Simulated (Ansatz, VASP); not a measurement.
## Ru2Rh: VASP beside Ansatz

```
Ru Rh
1.0
     0.00000    3.54225    3.54225
     3.54225    0.00000    3.54225
     3.54225    3.54225    0.00000
Ru Rh
4 2
Direct
  0.62500 0.12500 0.62500
  0.62500 0.62500 0.12500
  0.12500 0.62500 0.62500
  0.62500 0.62500 0.62500
  0.25000 0.25000 0.25000
  0.00000 0.00000 0.00000
```

Change from the starting cell: species swapped into the HoIr2 type (Fd-3m, No. 227).

Alike in both runs: task single point; functional PBE; k mesh 4 × 4 × 4; occupations gaussian, width 0.1 eV; collinear spin.

|  | VASP | Ansatz |
| --- | --- | --- |
| version | VASP 6.6.1 | Ansatz 0.2.0 |
| potentials or method | VASP PAW PBE potentials, release 64 (Ru_pv, Rh_pv), cutoff 520 eV | scalar-relativistic, plane waves, PAW |
| valence electrons in the cell | 86 | 98 |

Ansatz gave:

- gap on the k mesh at the Fermi level (eV): none
- pressure (GPa): 0.3
- net moment per atom (μB): 0.22
- size of the moment on the site where the two differ most (μB): 0.09

Problem. Estimate VASP's values.

Solution. gap on the k mesh at the Fermi level (eV): none; pressure (GPa): 0.3; net moment per atom (μB): 0.21; size of the moment on the site where the two differ most (μB): 0.09.

Site moments also hang on the region over which each program counts them. A gap of «none» marks a metal or a gap that the smearing closes. The functional is the same, so the differences come from potentials, cutoffs and numerics. VASP's potentials hold 86 valence electrons a cell and Ansatz's 98, so a difference there can come from the potentials and not from the codes.

The k mesh is coarse, so the values compare programs but aren't converged.
